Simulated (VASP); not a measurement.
# Na: single point with PBEsol

The system is Na.

```
Na
1.0
     0.00000   -3.69621    0.00000
    -3.69621    0.00000    0.00000
     0.00000    0.00000   -5.18082
Na
2
Direct
  0.50000 0.60947 0.50000
  0.00000 0.89053 0.00000
```

```yaml
Program: VASP 6.6.1
Task: single point
Functional: PBEsol
Potentials_or_basis: VASP PAW PBE potentials, release 64 (Na_pv)
Cutoff: 520 eV
k_mesh: 12 × 12 × 10
Occupations: gaussian, width 0.15 eV
Spin: no spin polarisation
```

```
Pressure               : 0.6 GPa
Largest force          : 0.248 eV/Å
Band gap on the k mesh : zero (band 7 reaches 3.32 eV, above the bottom of band 8 at -1.50 eV)
```

Forces in eV/Å, atoms in the order of the input:
```
Na   0.248  0.000  0.000
Na  -0.248  0.000  0.000
```

Stress tensor (GPa, compression positive):
```
-0.49  0.00  0.00
 0.00  0.84  0.00
 0.00  0.00  1.39
```

Levels at points of the mesh, in eV from the Fermi level:
```
           k point  band 4  band 5  band 6  band 7  band 8  band 9  band 10  band 11
(0.00, 0.00, 0.00)  -24.81  -24.81  -24.81   -3.38    1.86    2.46     6.50     7.20
(0.50, 0.00, 0.00)  -24.84  -24.81  -24.81   -0.60   -0.60    4.32     4.32     5.32
(0.00, 0.50, 0.00)  -24.84  -24.81  -24.81   -0.68   -0.53    4.19     4.49     5.21
(0.50, 0.50, 0.00)  -24.84  -24.83  -24.83    1.84    1.84    2.28     2.28     6.39
(0.00, 0.00, 0.50)  -24.82  -24.81  -24.81   -1.94   -1.94    7.61     7.61     8.28
(0.50, 0.00, 0.50)  -24.82  -24.81  -24.81    0.53    0.53    1.04     1.04    10.13
(0.00, 0.50, 0.50)  -24.82  -24.82  -24.82    0.59    0.59    0.96     0.96    10.21
(0.50, 0.50, 0.50)  -24.84  -24.82  -24.82    2.88    2.88    3.17     3.17     3.26
```

Run time: 94 s on 1 thread of Intel(R) Xeon(R) 6975P-C (Granite Rapids), on a shared host, peak memory 0.32 GiB.

Caveat: the PAW data sets were made with another functional, which shifts forces and pressure a little.
